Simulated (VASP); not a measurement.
# SiC in VASP: single point with HSE06

Aim: the single point of SiC with HSE06.

Program: VASP 6.6.1. These are calculated values, not measurements. Logs are shortened: lines on timing, memory, paths and dates and some standing lists are left out, and cuts for length are marked.

### 1 The cell of the first run

The typed cell holds 4 atoms: a = 3.843 Å, b = 3.843 Å, c = 5.418 Å, α = 90.00°, β = 90.00°, γ = 120.00°.

### 2 Single point, HSE06

POSCAR

```
SiC
1.0
    3.8425050000      0.0000000000      0.0000000000
   -1.9212530000      3.3277100000      0.0000000000
    0.0000000000      0.0000000000      5.4176320000
Si C
2 2
Direct
    0.3333000000      0.6667000000      0.0750000000
    0.6667000000      0.3333000000      0.9250000000
    0.3333000000      0.6667000000      0.3379630000
    0.6667000000      0.3333000000      0.6620370000
```

INCAR.step1

```
PREC = Accurate
ENCUT = 520
EDIFF = 1E-5
ISMEAR = -1
SIGMA = 0.1
LREAL = F
LASPH = T
NELM = 120
ALGO = Normal
ISIF = 2
LWAVE = T
LCHARG = F
GGA = PE
NBANDS = 16
GGA_COMPAT = F
```

INCAR.step2

```
PREC = Accurate
ENCUT = 520
EDIFF = 1E-6
ISMEAR = -1
SIGMA = 0.1
LREAL = F
LASPH = T
NELM = 120
ALGO = Normal
ISIF = 2
LWAVE = F
LCHARG = F
GGA = PE
LHFCALC = T
HFSCREEN = 0.2079
PRECFOCK = Normal
ISTART = 1
NBANDS = 16
GGA_COMPAT = F
```

KPOINTS

```
regular mesh
0
Gamma
  3 3 2
```

Potentials or basis: VASP PAW PBE potentials, release 64 (Si, C).

Run with:

```console
> cat potpaw_PBE.64/Si/POTCAR potpaw_PBE.64/C/POTCAR > POTCAR
> cp INCAR.step1 INCAR
> mpirun -np 1 vasp_std > vasp.out
> cp INCAR.step2 INCAR
> mpirun -np 1 vasp_std > vasp.out
```

OUTCAR:

```text
PREC = Accurate
   ENCUT = 520
   EDIFF = 1E-6
   ISMEAR = -1
   LREAL = F
   LASPH = T
   NELM = 120
   ISIF = 2
   GGA = PE
   LHFCALC = T
   HFSCREEN = 0.2079
   PRECFOCK = Normal
   ISTART = 1

 ion  position               nearest neighbor table
   1  0.333  0.667  0.075-   3 1.42   2 2.36   2 2.36   2 2.36
   2  0.667  0.333  0.925-   4 1.42   1 2.36   1 2.36   1 2.36
   3  0.333  0.667  0.338-   1 1.42
   4  0.667  0.333  0.662-   2 1.42

  LATTYP: Found a hexagonal cell.
 ALAT       =     3.8425050000
 C/A-ratio  =     1.4099219129

  Lattice vectors:

 A1 = (   3.8425050000,   0.0000000000,   0.0000000000)
 A2 = (  -1.9212530000,   3.3277100000,   0.0000000000)
 A3 = (   0.0000000000,   0.0000000000,   5.4176320000)

Analysis of symmetry for initial positions (statically):
=====================================================================
 Subroutine PRICEL returns:
 Original cell was already a primitive cell.

 Routine SETGRP: Setting up the symmetry group for a
 hexagonal supercell.

 Subroutine GETGRP returns: Found  4 space group operations
 (whereof  4 operations were pure point group operations)
 out of a pool of 24 trial point group operations.

The static configuration has the point symmetry C_2h.

Analysis of symmetry for dynamics (positions and initial velocities):
=====================================================================
 Subroutine PRICEL returns:
 Original cell was already a primitive cell.

 Routine SETGRP: Setting up the symmetry group for a
 hexagonal supercell.

 Subroutine GETGRP returns: Found  4 space group operations
 (whereof  4 operations were pure point group operations)
 out of a pool of 24 trial point group operations.

The dynamic configuration has the point symmetry C_2h.

 Subroutine INISYM returns: Found  4 space group operations
 (whereof  4 operations are pure point group operations),
 and found     1 'primitive' translations

----------------------------------------------------------------------------------------

                                     Primitive cell

  volume of cell :      69.2739

  direct lattice vectors                    reciprocal lattice vectors
     3.842505000  0.000000000  0.000000000     0.260246896  0.150253517  0.000000000
    -1.921253000  3.327710000  0.000000000     0.000000000  0.300506955  0.000000000
     0.000000000  0.000000000  5.417632000     0.000000000  0.000000000  0.184582489

  length of vectors
     3.842505000  3.842507896  5.417632000     0.300507182  0.300506955  0.184582489

  position of ions in fractional coordinates (direct lattice)
     0.333300000  0.666700000  0.075000000
     0.666700000  0.333300000  0.925000000
     0.333300000  0.666700000  0.337963000
     0.666700000  0.333300000  0.662037000

  ion indices of the primitive-cell ions
   primitive index   ion index
                 1           1
                 2           2
                 3           3
                 4           4

----------------------------------------------------------------------------------------

 KPOINTS: regular mesh

Automatic generation of k-mesh.
 Grid dimensions read from file:
 generate k-points for:    3    3    2

 Generating k-lattice:

  Cartesian coordinates                     Fractional coordinates (reciprocal lattice)
     0.086748965  0.050084506  0.000000000     0.333333333  0.000000000  0.000000000
     0.000000000  0.100168985  0.000000000     0.000000000  0.333333333  0.000000000
     0.000000000  0.000000000  0.092291245     0.000000000  0.000000000  0.500000000

  Length of vectors
     0.100169061  0.100168985  0.092291245

  Shift w.r.t. Gamma in fractional coordinates (k-lattice)
     0.000000000  0.000000000  0.000000000

 Subroutine IBZKPT returns following result:
 ===========================================

 Found      8 irreducible k-points:

 Following reciprocal coordinates:
            Coordinates               Weight
  0.000000  0.000000  0.000000      1.000000
  0.333333  0.000000  0.000000      4.000000
 -0.333333  0.333333  0.000000      2.000000
  0.333333  0.333333  0.000000      2.000000
  0.000000  0.000000  0.500000      1.000000
  0.333333  0.000000  0.500000      4.000000
 -0.333333  0.333333  0.500000      2.000000
  0.333333  0.333333  0.500000      2.000000
   k-points           NKPTS =      8   k-points in BZ     NKDIM =     18   number of bands    NBANDS=     16
   number of dos      NEDOS =    301   number of ions     NIONS =      4
   total plane-waves  NPLWV =  36000
   dimension x,y,z NGX =    30 NGY =   30 NGZ =   40
   dimension x,y,z NGXF=    60 NGYF=   60 NGZF=   80
   ions per type =               2   2
   NGX,Y,Z   is equivalent  to a cutoff of  12.98, 12.98, 12.27 a.u.
   NGXF,Y,Z  is equivalent  to a cutoff of  25.96, 25.96, 24.55 a.u.
 SYSTEM =  unknown system
   PREC   = accura    normal or accurate (medium, high low for compatibility)
   ISTART =      1    job   : 0-new  1-cont  2-samecut
   ICHARG =      0    charge: 1-file 2-atom 10-const
   ISPIN  =      1    spin polarized calculation?
   LNONCOLLINEAR =      F non collinear calculations
   LSORBIT =      F    spin-orbit coupling
   LASPH  =      T    aspherical Exc in radial PAW
   ENCUT  =  520.0 eV  38.22 Ry    6.18 a.u.   7.14  7.14 10.07*2*pi/ulx,y,z
   NELM   =    120;   NELMIN=  2; NELMDL=  0     # of ELM steps
   EDIFF  = 0.1E-05   stopping-criterion for ELM
   LREAL  =      F    real-space projection
   EDIFFG = 0.1E-04   stopping-criterion for IOM
   NSW    =      0    number of steps for IOM
   IBRION =     -1    ionic relax: 0-MD 1-quasi-New 2-CG
   NFREE  =      0    steps in history (QN), initial steepest desc. (CG)
   ISIF   =      2    stress and relaxation
   ISYM   =      3    0-nonsym 1-usesym 2-fastsym
   POTIM  = 0.5000    time-step for ionic-motion
   TEBEG  =    0.0;   TEEND  =   0.0 temperature during run
   PSTRESS=    0.0 pullay stress
   NELECT =      16.0000    total number of electrons
   NUPDOWN=      -1.0000    fix difference up-down
   EMIN   =  10.00;   EMAX   =-10.00  energy-range for DOS
   EFERMI =   0.00;   METHOD = LEGACY
   ISMEAR =    -1;   SIGMA  =   0.10  broadening in eV -4-tet -1-fermi 0-gaus
   EFERMI_NEDOS =   21; number of points for ismear=-14 and -15
   IALGO  =     38    algorithm
   IMIX   =      1    mixing-type and parameters
     AMIX     =   0.40;   BMIX     =  1.00
     AMIX_MAG =   1.60;   BMIX_MAG =  1.00
  volume/ion in A,a.u.               =      17.32       116.87
  Fermi-wavevector in a.u.,A,eV,Ry     =   1.004442  1.898121 13.726978  1.008904
  Thomas-Fermi vector in A             =   2.137058
   LORBIT       =      0    0 simple, 1 ext, 2 COOP (PROOUT), +10 PAW based schemes
   GGA     = PE    functional components
   LHFCALC =     T    Hartree Fock is set to
   PRECFOCK=normal    Normal, Fast or Accurate (Low or Medium for compatibility)
   ENCUT4O =  -1.0   cutoff for four orbital integrals eV
   NKREDX  =     1    reduce k-point grid by
   NKREDY  =     1    reduce k-point grid by
   NKREDZ  =     1    reduce k-point grid by
   AEXX    =    0.2500 exact exchange contribution
   HFSCREEN=    0.2079 screening length (either q_TF or 0.3 A-1)
   HFSCREENC=   0.2079 screening length for correlation (either q_TF or 0.3 A-1)
   ENCUTFOCK=  -1.0 apply spherical cutoff to Coloumb kernel
   IVDW    =     0    specifies the selected vdW correction
   LEPSILON=     F    determine dielectric tensor
   LRPA    =     F    only Hartree local field effects (RPA)
 non-spin polarized calculation
  energy-cutoff  :      520.00
  volume of cell :       69.27
 maximum number of plane-waves:      1902
 NGX is ok and might be reduce to    30
  NGX = 24; NGY = 24; NGZ = 32

 number of electron      16.0000002 magnetization

 Free energy of the ion-electron system (eV)
  ---------------------------------------------------
  ext. energy  EPLUGINS =         0.00000000
  ---------------------------------------------------
  free energy    TOTEN  =       -16.40868526 eV

  energy without entropy =      -16.39577791  energy(sigma->0) =      -16.40223158

 E-fermi :   2.5367     XC(G=0):  -7.4396

 val. band max:        2.1354880871   @ k =  -0.3333   0.3333   0.0000
 cond. band min:       2.9146114379   @ k =   0.3333   0.3333   0.5000
 fundamental gap:      0.7791233508
 Fermi energy:         2.5366550293

 k-point     1 :       0.0000    0.0000    0.0000
  band No.  band energies     occupation
      1     -12.6157      2.00000
      2     -10.2210      2.00000
      3      -5.7205      2.00000
      4      -0.3484      2.00000
      5      -0.3463      2.00000
      6       0.1347      2.00000
[... 8 lines left out ...]
     15      11.6106      0.00000
     16      11.9680      0.00000

 k-point     2 :       0.3333    0.0000    0.0000
  band No.  band energies     occupation
      1     -11.8054      2.00000
      2     -10.3352      2.00000
      3      -5.0263      2.00000
      4      -3.1961      2.00000
      5      -1.3138      2.00000
      6      -0.7672      2.00000
[... 8 lines left out ...]
     15      12.3575      0.00000
     16      13.1201      0.00000

 k-point     3 :      -0.3333    0.3333    0.0000
  band No.  band energies     occupation
      1     -11.8057      2.00000
      2     -10.3349      2.00000
      3      -5.0264      2.00000
      4      -3.1954      2.00000
      5      -1.3147      2.00000
      6      -0.7667      2.00000
[... 8 lines left out ...]
     15      12.3583      0.00000
     16      13.1200      0.00000

 k-point     4 :       0.3333    0.3333    0.0000
  band No.  band energies     occupation
      1     -10.8750      2.00000
      2     -10.8742      2.00000
      3      -3.9618      2.00000
      4      -3.9608      2.00000
      5      -3.1857      2.00000
      6      -0.3894      2.00000
[... 8 lines left out ...]
     15      13.4777      0.00000
     16      13.4964      0.00000

 k-point     5 :       0.0000    0.0000    0.5000
  band No.  band energies     occupation
      1     -12.2807      2.00000
      2     -10.9264      2.00000
      3      -4.7758      2.00000
      4      -1.0445      2.00000
      5      -0.0251      2.00000
      6      -0.0231      2.00000
[... 8 lines left out ...]
     15      11.1415      0.00000
     16      11.5393      0.00000

 k-point     6 :       0.3333    0.0000    0.5000
  band No.  band energies     occupation
      1     -11.5306      2.00000
      2     -10.7046      2.00000
      3      -4.9734      2.00000
      4      -3.6597      2.00000
      5      -0.9592      2.00000
      6       0.3696      2.00000
[... 8 lines left out ...]
     15      12.4387      0.00000
     16      13.3980      0.00000

 k-point     7 :      -0.3333    0.3333    0.5000
  band No.  band energies     occupation
      1     -11.5308      2.00000
      2     -10.7045      2.00000
      3      -4.9730      2.00000
      4      -3.6586      2.00000
      5      -0.9601      2.00000
      6       0.3688      2.00000
[... 8 lines left out ...]
     15      12.4387      0.00000
     16      13.3983      0.00000

 k-point     8 :       0.3333    0.3333    0.5000
  band No.  band energies     occupation
      1     -10.8301      2.00000
      2     -10.8297      2.00000
      3      -4.5591      2.00000
      4      -4.5585      2.00000
      5      -2.8631      2.00000
      6      -0.0465      2.00000
[... 8 lines left out ...]
     15      12.5714      0.00000
     16      13.2249      0.00000

------------------------ aborting loop because EDIFF is reached ----------------------------------------

  FORCE on cell =-STRESS in cart. coord.  units (eV):
  Direction    XX          YY          ZZ          XY          YZ          ZX
  --------------------------------------------------------------------------------------
  -------------------------------------------------------------------------------------
  Total       -0.2260603     -0.2247527     47.9076154      0.0011328     -0.0017214      0.0029816
  in kB       -5.2283592     -5.1981179   1108.0152097      0.0261988     -0.0398138      0.0689593
  external PRESSURE =     365.8629109 kB  Pullay stress =       0.0000000 kB

 VOLUME and BASIS-vectors are now :
 -----------------------------------------------------------------------------
  energy-cutoff  :      520.00
  volume of cell :       69.27
      direct lattice vectors                 reciprocal lattice vectors
     3.842505000  0.000000000  0.000000000     0.260246896  0.150253517  0.000000000
    -1.921253000  3.327710000  0.000000000     0.000000000  0.300506955  0.000000000
     0.000000000  0.000000000  5.417632000     0.000000000  0.000000000  0.184582489

 POSITION                                       TOTAL-FORCE (eV/Angst)
 -----------------------------------------------------------------------------------
     -0.00019      2.21858      0.40632         0.002440     -0.001409    -17.670222
      1.92144      1.10913      5.01131        -0.002440      0.001409     17.670222
     -0.00019      2.21858      1.83096        -0.001697      0.000980     20.259316
      1.92144      1.10913      3.58667         0.001697     -0.000980    -20.259316
 -----------------------------------------------------------------------------------
    total drift:                                0.000000     -0.000000     -0.000000

  FREE ENERGIE OF THE ION-ELECTRON SYSTEM (eV)
  ---------------------------------------------------
  free  energy   TOTEN  =       -16.4086852553 eV

  energy  without entropy=      -16.3957779071  energy(sigma->0) =      -16.40223158
```

Wall time 4.7 min (1 thread of Intel Xeon 8259CL, shared host); peak memory 0.28 GiB.

What came out:

```yaml
Free_energy: -16.4087 eV
Pressure: 36.6 GPa
Largest_force: 20.259 eV/Å
Band_gap_on_the_k_mesh: 0.78 eV, indirect (least direct gap 1.05 eV)
```

Forces in eV/Å, atoms in the order of the input:
```
Si    0.002  -0.001 -17.670
Si   -0.002   0.001  17.670
C    -0.002   0.001  20.259
C     0.002  -0.001 -20.259
```

Stress tensor (GPa, compression positive):
```
 -0.52   0.00   0.01
  0.00  -0.52   0.00
  0.01   0.00 110.80
```

Levels at points of the mesh, in eV from the valence-band top:
```csv
k point,band 4,band 5,band 6,band 7,band 8,band 9,band 10,band 11,band 12,band 13
"(0.00, 0.00, 0.00)",-2.48,-2.48,-2.00,-0.21,-0.21,1.17,2.56,3.35,3.36,5.74
"(0.00, 0.00, 0.50)",-3.18,-2.16,-2.16,-0.83,-0.83,2.15,2.76,3.86,3.86,5.33
```

Caveat: the k points lie up to 0.63 Å⁻¹ apart; the PAW data sets were made with another functional, which shifts forces and pressure a little. A k mesh can miss the band edges.
